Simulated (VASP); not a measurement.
CaSe, 2 atoms in the cell. The structure is cubic, space group Fm-3m (No. 225). The conventional cell has a = 5.935 Å, b = 5.935 Å, c = 5.935 Å, α = 90.00°, β = 90.00°, γ = 90.00°. Within 3.9 Å of Ca (site symmetry m-3m) lie 6 Se at 2.97 Å. Se (site symmetry m-3m) has 6 Ca at 2.97 Å within 3.9 Å. 

```yaml
Program: VASP 6.6.1
Task: single point
Functional: PBE
Potentials_or_basis: VASP PAW PBE potentials, release 64 (Ca_sv, Se)
Cutoff: 520 eV
k_mesh: 8 × 8 × 8
Occupations: gaussian, width 0.01 eV
Spin: no spin polarisation
Dipole_correction: no
Further_INCAR_settings: ALGO = Normal; EDIFF = 1e-06; NBANDS = 15
```

Potentials or basis: VASP PAW PBE potentials, release 64 (Ca_sv, Se).

Command:

```sh
$ cat potpaw_PBE.64/Ca_sv/POTCAR potpaw_PBE.64/Se/POTCAR > POTCAR
$ mpirun -np 1 vasp_std > vasp.out
```

Hardware: 1 thread of AMD EPYC 7R13, on a shared host.

How long does it take, and how much memory?

It took 53 s on 1 thread of AMD EPYC 7R13 (shared host), peak memory 0.15 GiB. Counts: scf iterations 13, k points 29.
